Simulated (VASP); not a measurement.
# KCl (Fmmm) in VASP: notebook

Runs on KCl. Level: PBE. Tasks: single point.

Everything below comes from runs of VASP 6.6.1. Logs are shortened: lines on timing, memory, paths and dates and some standing lists are left out, and cuts for length are marked.

### Step 1. The cell of the first run

The structure is orthorhombic, space group Fmmm (No. 69). The conventional cell has a = 6.218 Å, b = 6.312 Å, c = 6.407 Å, α = 90.00°, β = 90.00°, γ = 90.00°. K (site symmetry mmm) has 6 Cl at 3.11 to 3.20 Å within 4.1 Å. Within 4.1 Å of Cl (site symmetry mmm) lie 6 K at 3.11 to 3.20 Å.

### Step 2. Single point, PBE (strain +0.0150 x Voigt [1, -1, 0, 0, 0, 0])

File INCAR:

```
PREC = Accurate ; ENCUT = 520
EDIFF = 1E-6 ; ISMEAR = 0
SIGMA = 0.05 ; LREAL = F
LASPH = T ; NELM = 100
ALGO = Normal ; ISIF = 2
LWAVE = F ; LCHARG = F
GGA = PE ; NBANDS = 15
```

File KPOINTS:

```
regular mesh
0
Gamma
  6 6 6
```

File POSCAR:

```
KCl
1.0
    0.0000000000      3.1087585000      3.1561000000
    3.2034415000      0.0000000000      3.1561000000
    3.2034415000      3.1087585000      0.0000000000
K Cl
1 1
Direct
    0.0000000000      0.0000000000      0.0000000000
    0.5000000000      0.5000000000      0.5000000000
```

Potentials or basis: VASP PAW PBE potentials, release 64 (K_sv, Cl).

Launch:

```
$ cat potpaw_PBE.64/K_sv/POTCAR potpaw_PBE.64/Cl/POTCAR > POTCAR
$ mpirun -np 1 vasp_std > vasp.out
```

OUTCAR:

```text
PREC = Accurate
   ENCUT = 520
   EDIFF = 1E-6
   ISMEAR = 0
   LREAL = F
   LASPH = T
   NELM = 100
   ISIF = 2
   GGA = PE

 ion  position               nearest neighbor table
   1  0.000  0.000  0.000-   2 3.11   2 3.11   2 3.16   2 3.16   2 3.20   2 3.20
   2  0.500  0.500  0.500-   1 3.11   1 3.11   1 3.16   1 3.16   1 3.20   1 3.20

  LATTYP: Found a face centered orthorhombic cell.
 ALAT       =     6.2175170000
 B/A-ratio  =     1.0152284264
 C/A-ratio  =     1.0304568528

  Lattice vectors:

 A1 = (  -3.2034415000,   0.0000000000,  -3.1561000000)
 A2 = (  -3.2034415000,   3.1087585000,   0.0000000000)
 A3 = (   0.0000000000,   3.1087585000,  -3.1561000000)

Analysis of symmetry for initial positions (statically):
=====================================================================
 Subroutine PRICEL returns:
 Original cell was already a primitive cell.

 Routine SETGRP: Setting up the symmetry group for a
 face centered orthorhombic supercell.

 Subroutine GETGRP returns: Found  8 space group operations
 (whereof  8 operations were pure point group operations)
 out of a pool of  8 trial point group operations.

The static configuration has the point symmetry D_2h.

Analysis of symmetry for dynamics (positions and initial velocities):
=====================================================================
 Subroutine PRICEL returns:
 Original cell was already a primitive cell.

 Routine SETGRP: Setting up the symmetry group for a
 face centered orthorhombic supercell.

 Subroutine GETGRP returns: Found  8 space group operations
 (whereof  8 operations were pure point group operations)
 out of a pool of  8 trial point group operations.

The dynamic configuration has the point symmetry D_2h.

 Subroutine INISYM returns: Found  8 space group operations
 (whereof  8 operations are pure point group operations),
 and found     1 'primitive' translations

----------------------------------------------------------------------------------------

                                     Primitive cell

  volume of cell :      62.8615

  direct lattice vectors                    reciprocal lattice vectors
     0.000000000  3.108758500  3.156100000    -0.156082139  0.160835909  0.158423371
     3.203441500  0.000000000  3.156100000     0.156082139 -0.160835909  0.158423371
     3.203441500  3.108758500  0.000000000     0.156082139  0.160835909 -0.158423371

  length of vectors
     4.430050408  4.496999517  4.463901528     0.274459083  0.274459083  0.274459083

[... 85 lines left out ...]
   NFREE  =      0    steps in history (QN), initial steepest desc. (CG)
   ISIF   =      2    stress and relaxation
   ISYM   =      2    0-nonsym 1-usesym 2-fastsym
   POTIM  = 0.5000    time-step for ionic-motion
   TEBEG  =    0.0;   TEEND  =   0.0 temperature during run
   PSTRESS=    0.0 pullay stress
   NELECT =      16.0000    total number of electrons
   NUPDOWN=      -1.0000    fix difference up-down
   EMIN   =  10.00;   EMAX   =-10.00  energy-range for DOS
   EFERMI =   0.00;   METHOD = LEGACY
   ISMEAR =     0;   SIGMA  =   0.05  broadening in eV -4-tet -1-fermi 0-gaus
   EFERMI_NEDOS =   21; number of points for ismear=-14 and -15
   IALGO  =     38    algorithm
   IMIX   =      4    mixing-type and parameters
     AMIX     =   0.40;   BMIX     =  1.00
     AMIX_MAG =   1.60;   BMIX_MAG =  1.00
  volume/ion in A,a.u.               =      31.43       212.11
  Fermi-wavevector in a.u.,A,eV,Ry     =   1.037497  1.960584 14.645298  1.076399
  Thomas-Fermi vector in A             =   2.171937
   LORBIT       =      0    0 simple, 1 ext, 2 COOP (PROOUT), +10 PAW based schemes
   GGA     = PE    functional components
   LHFCALC =     F    Hartree Fock is set to
   AEXX    =    0.0000 exact exchange contribution
   IVDW    =     0    specifies the selected vdW correction
   LEPSILON=     F    determine dielectric tensor
   LRPA    =     F    only Hartree local field effects (RPA)
 non-spin polarized calculation
 Gauss-broadening in eV      SIGMA  =   0.05
  energy-cutoff  :      520.00
  volume of cell :       62.86
 maximum number of plane-waves:      1716
 NGX is ok and might be reduce to    36
   NGX = 17   NGY = 17   NGZ = 17

 number of electron      16.0000000 magnetization

 Free energy of the ion-electron system (eV)
  ---------------------------------------------------
  ext. energy  EPLUGINS =         0.00000000
  ---------------------------------------------------
  free energy    TOTEN  =        -6.80322296 eV

  energy without entropy =       -6.80322296  energy(sigma->0) =       -6.80322296

 E-fermi :  -1.5344     XC(G=0):  -7.5017

 val. band max:       -1.8676445814   @ k =   0.0000   0.0000   0.0000
 cond. band min:       3.2763590674   @ k =   0.0000   0.0000   0.0000
 fundamental gap:      5.1440036487
 Fermi energy:        -1.5343693016

 k-point     1 :       0.0000    0.0000    0.0000
  band No.  band energies     occupation
      1     -29.0955      2.00000
      2     -13.9860      2.00000
      3     -12.5580      2.00000
      4     -12.5561      2.00000
      5     -12.5559      2.00000
      6      -1.8863      2.00000
      7      -1.8778      2.00000
      8      -1.8676      2.00000
      9       3.2764      0.00000
     10       6.4068      0.00000
     11       6.4995      0.00000
     12       6.5938      0.00000
     13       7.3109      0.00000
     14       7.4339      0.00000
[... 401 lines left out ...]
      2     -14.0614      2.00000
      3     -12.6134      2.00000
      4     -12.5900      2.00000
      5     -12.4302      2.00000
      6      -2.6318      2.00000
      7      -2.1959      2.00000
      8      -2.1839      2.00000
      9       5.6557      0.00000
     10       5.9056      0.00000
     11       8.0192      0.00000
     12       8.6898      0.00000
     13       8.7485      0.00000
     14       9.1431      0.00000
     15       9.8896      0.00000

 [... further k-points ...]
[... 5 lines left out ...]
  --------------------------------------------------------------------------------------
  -------------------------------------------------------------------------------------
  Total        0.0436957      0.4752528      0.2386811      0.0000000      0.0000000      0.0000000
  in kB        1.1136904     12.1129728      6.0833689      0.0000000      0.0000000      0.0000000
  external PRESSURE =       6.4366773 kB  Pullay stress =       0.0000000 kB

 VOLUME and BASIS-vectors are now :
 -----------------------------------------------------------------------------
  energy-cutoff  :      520.00
  volume of cell :       62.86
      direct lattice vectors                 reciprocal lattice vectors
     0.000000000  3.108758500  3.156100000    -0.156082139  0.160835909  0.158423371
     3.203441500  0.000000000  3.156100000     0.156082139 -0.160835909  0.158423371
     3.203441500  3.108758500  0.000000000     0.156082139  0.160835909 -0.158423371

 POSITION                                       TOTAL-FORCE (eV/Angst)
 -----------------------------------------------------------------------------------
      0.00000      0.00000      0.00000         0.000000      0.000000      0.000000
      3.20344      3.10876      3.15610        -0.000000      0.000000      0.000000
 -----------------------------------------------------------------------------------
    total drift:                                0.000000      0.000000      0.000000

  FREE ENERGIE OF THE ION-ELECTRON SYSTEM (eV)
  ---------------------------------------------------
  free  energy   TOTEN  =        -6.8032229565 eV

  energy  without entropy=       -6.8032229565  energy(sigma->0) =       -6.80322296
```

OSZICAR:

```text
N       E                     dE             d eps       ncg     rms          rms(c)
DAV:   1     0.103581209728E+03    0.10358E+03   -0.71394E+03  1380   0.957E+02
DAV:   2    -0.647595964889E+00   -0.10423E+03   -0.96337E+02  1768   0.240E+02
DAV:   3    -0.685013362267E+01   -0.62025E+01   -0.61685E+01  1919   0.517E+01
DAV:   4    -0.709574643837E+01   -0.24561E+00   -0.24553E+00  2081   0.907E+00
DAV:   5    -0.709773111229E+01   -0.19847E-02   -0.19846E-02  1961   0.893E-01    0.330E+00
DAV:   6    -0.680474610721E+01    0.29299E+00   -0.42566E-01  1730   0.327E+00    0.270E+00
DAV:   7    -0.678960360935E+01    0.15142E-01   -0.10399E-01  1898   0.182E+00    0.155E+00
DAV:   8    -0.680184992762E+01   -0.12246E-01   -0.16318E-02  1729   0.949E-01    0.175E-01
DAV:   9    -0.680263795002E+01   -0.78802E-03   -0.97563E-04  1849   0.196E-01    0.964E-02
DAV:  10    -0.680321457708E+01   -0.57663E-03   -0.59607E-04  1436   0.154E-01    0.193E-02
DAV:  11    -0.680321955258E+01   -0.49755E-05   -0.21307E-05  1936   0.265E-02    0.526E-03
DAV:  12    -0.680322267463E+01   -0.31221E-05   -0.40693E-06  1463   0.142E-02    0.427E-03
DAV:  13    -0.680322295654E+01   -0.28191E-06   -0.38707E-07  1516   0.350E-03
   1 F= -.68032230E+01 E0= -.68032230E+01  d E =-.707586E-23
```

Wall time 27 s (1 thread of AMD EPYC 9R45 (Zen 5), shared host); peak memory 0.19 GiB.

What came out:

```
Free energy            : -6.8032 eV
Pressure               : 0.6 GPa
Band gap on the k mesh : 5.14 eV, direct
```

Stress tensor (GPa, compression positive):
```
0.11 0.00 0.00
0.00 1.21 0.00
0.00 0.00 0.61
```

Caveat: the cell differs from its parent crystal (strain +0.0150 x Voigt [1, -1, 0, 0, 0, 0]).

### Step 3. Single point, PBE (strain +0.0075 x Voigt [1, -1, 0, 0, 0, 0])

File INCAR:

```
SYSTEM = KCl
ALGO = Normal ; EDIFF = 1E-6
ENCUT = 520 ; GGA = PE
ISIF = 2 ; ISMEAR = 0
LASPH = .TRUE. ; LCHARG = .FALSE.
LREAL = .FALSE. ; LWAVE = .FALSE.
NBANDS = 15 ; NELM = 100
PREC = Accurate ; SIGMA = 0.05
```

File KPOINTS:

```
k-points
0
G
  6 6 6
  0 0 0
```

File POSCAR:

```
KCl
1.0
    0.0000000000      3.1324292500      3.1561000000
    3.1797707500      0.0000000000      3.1561000000
    3.1797707500      3.1324292500      0.0000000000
K Cl
1 1
Direct
    0.0000000000      0.0000000000      0.0000000000
    0.5000000000      0.5000000000      0.5000000000
```

Potentials or basis: VASP PAW PBE potentials, release 64 (K_sv, Cl).

Launch:

```
$ cat potpaw_PBE.64/K_sv/POTCAR potpaw_PBE.64/Cl/POTCAR > POTCAR
$ mpirun -np 1 vasp_std > vasp.out
```

Wall time 25 s (1 thread of AMD EPYC 9R45 (Zen 5), shared host); peak memory 0.19 GiB.

Results (log left out):

```
Free energy            : -6.8057 eV
Pressure               : 0.6 GPa
Band gap on the k mesh : 5.15 eV, direct
```

Stress tensor (GPa, compression positive):
```
0.34 0.00 0.00
0.00 0.89 0.00
0.00 0.00 0.60
```

Levels at points of the mesh, in eV from the valence-band top:
```tsv
k point	band 4	band 5	band 6	band 7	band 8	band 9	band 10	band 11	band 12	band 13
(0.00, 0.00, 0.00)	-10.69	-10.68	-0.01	0.00	0.00	5.15	8.32	8.37	8.42	9.21
(0.50, 0.00, 0.00)	-10.69	-10.45	-1.04	-0.32	-0.32	7.56	8.56	10.48	10.50	11.32
(0.50, 0.50, 0.00)	-10.74	-10.74	-0.66	-0.23	-0.23	6.54	8.30	10.01	10.22	10.59
(0.50, 0.00, 0.50)	-10.74	-10.74	-0.64	-0.24	-0.23	6.52	8.31	10.06	10.23	10.59
(0.00, 0.50, 0.50)	-10.74	-10.74	-0.67	-0.22	-0.22	6.55	8.29	9.97	10.20	10.58
```

Caveat: the cell differs from its parent crystal (strain +0.0075 x Voigt [1, -1, 0, 0, 0, 0]).
